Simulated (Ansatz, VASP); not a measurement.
## Two plane-wave programs on KCl

File INCAR:

```
ALGO = Normal
EDIFF = 1E-6
ENCUT = 520
GGA = PS
ISIF = 2
ISMEAR = 0
LASPH = True
LCHARG = False
LREAL = False
LWAVE = False
NBANDS = 24
NELM = 80
PREC = Accurate
SIGMA = 0.05
```

File KPOINTS:

```
k-points
0
Gamma
  6 6 6
```

POSCAR

```
KCl
1.0
    0.0000000000     -3.1207041401     -3.1207041401
   -3.1207041401      0.0000000000     -3.1207041401
    3.1207041401      3.1207041401     -6.2414082803
K Cl
2 2
Direct
    0.4717250436      0.5597764903      0.4918648831
    0.0770856579      0.9239532759     -0.0081351169
    0.7230829979      0.7589723340      0.7589723340
    0.2230829979      0.2589723340      0.2589723340
```

Input for Ansatz:

```yaml
crystal:
  lattice:
    - [0.0, -3.1207041401, -3.1207041401]
    - [-3.1207041401, 0.0, -3.1207041401]
    - [3.1207041401, 3.1207041401, -6.2414082803]
  atoms:
    - { symbol: K, position: [0.4717250436, 0.5597764903, 0.4918648831] }
    - { symbol: K, position: [0.0770856579, 0.9239532759, -0.0081351169] }
    - { symbol: Cl, position: [0.7230829979, 0.758972334, 0.758972334] }
    - { symbol: Cl, position: [0.2230829979, 0.258972334, 0.258972334] }
basis:
  ecutwfc: 420
kpoints:
  mp_grid: { grid: [6, 6, 6] }
hamiltonian:
  xc: pbesol
scf:
  occupations: { method: gaussian, width: 0.05 }
output:
  forces: true
  stress: true
  eigenvalues: true
```

Change from the starting cell: mode 4 frozen in at -0.272 Å and mode 9 at -0.112 Å (largest displacements).

Alike in both runs: task single point; functional PBEsol; k mesh 6 × 6 × 6; occupations gaussian, width 0.05 eV; no spin polarisation.

|  | VASP | Ansatz |
| --- | --- | --- |
| version | VASP 6.6.1 | Ansatz 0.2.0 |
| potentials or method | VASP PAW PBE potentials, release 64 (K_sv, Cl), cutoff 520 eV | scalar-relativistic, plane waves, PAW |
| valence electrons in the cell | 32 | 32 |

Ansatz gave:

```
gap on the k mesh at the Fermi level (eV)                     : 5.12
least direct gap on the mesh (eV)                             : 5.12
pressure (GPa)                                                : 1.0
traceless stress, the component that is largest in VASP (GPa) : -1.03
rms of the force components (eV/Å)                            : 0.320
```

**Question.** What did VASP give for the same quantities?

**Answer.** gap on the k mesh at the Fermi level (eV): 5.12; least direct gap on the mesh (eV): 5.12; pressure (GPa): 1.0; traceless stress, the component that is largest in VASP (GPa): -1.05; rms of the force components (eV/Å): 0.327.

VASP's potentials were made for PBE, not for PBEsol. Atom by atom the forces differ by 0.007 eV/Å (rms over components). With one functional, cell and mesh, what is left measures potentials, basis and numerics.
